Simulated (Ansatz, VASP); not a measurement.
**Two plane-wave programs on Fe**

INCAR

```
PREC     = Accurate       # precision mode
ENCUT    = 520            # plane-wave cutoff, eV
EDIFF    = 1E-6           # SCF threshold, eV
ISMEAR   = -1             # smearing method
SIGMA    = 0.1            # smearing width, eV
LREAL    = False          # projectors in reciprocal space
LASPH    = True           # aspherical terms in the spheres
NELM     = 100            # most SCF steps
ALGO     = Normal         # electronic algorithm
ISIF     = 2              # what is computed and relaxed
LWAVE    = False          # write WAVECAR
LCHARG   = False          # write CHGCAR
NBANDS   = 10             # bands
```

Contents of KPOINTS:

```
Automatic mesh
0
Gamma
  27 27 27
```

Contents of POSCAR:

```
Fe
1.0
   -1.3315797029      1.3315797029      1.3315797029
    1.3315797029     -1.3315797029      1.3315797029
    1.3315797029      1.3315797029     -1.3315797029
Fe
1
Direct
    0.0000000000      0.0000000000      0.0000000000
```

Input for Ansatz:

```yaml
crystal:
  lattice:
    - [-1.3315797029, 1.3315797029, 1.3315797029]
    - [1.3315797029, -1.3315797029, 1.3315797029]
    - [1.3315797029, 1.3315797029, -1.3315797029]
  atoms:
    - { symbol: Fe, position: [0.0, 0.0, 0.0] }
hamiltonian:
  xc: lda
  pseudopotentials:
    kind: paw
    azcp:
      Fe: "pseudopotentials/Fe.paw.azcp"
basis:
  ecutwfc: 420
  fft_grid_basis: typed
kpoints:
  mp_grid: { grid: [27, 27, 27], shift: [0, 0, 0] }
magnetization:
  spin_polarized: false
scf:
  occupations: { method: fermi_dirac, width: 0.1 }
output:
  stress: true
```

Alike in both runs: task single point; functional LDA; k mesh 27 × 27 × 27; occupations fermi-dirac, width 0.1 eV; no spin polarisation.

|  | VASP | Ansatz |
| --- | --- | --- |
| version | VASP 6.6.1 | Ansatz 0.2.0 |
| potentials or method | VASP PAW LDA potentials, release 64 (Fe), cutoff 520 eV | plane waves (420 eV) with PAW, scalar-relativistic |
| valence electrons in the cell | 8 | 16 |

```tsv
	VASP	Ansatz	Ansatz less VASP
pressure (GPa)	14.1	14.4	+0.32
```

Ansatz warns that its potentials were made for another functional, while VASP's fit it. LDA's correlation is that of Perdew and Zunger in VASP and of Perdew and Wang (1992) in Ansatz. VASP's potentials hold 8 valence electrons a cell and Ansatz's 16, so a difference there can come from the potentials and not from the codes.
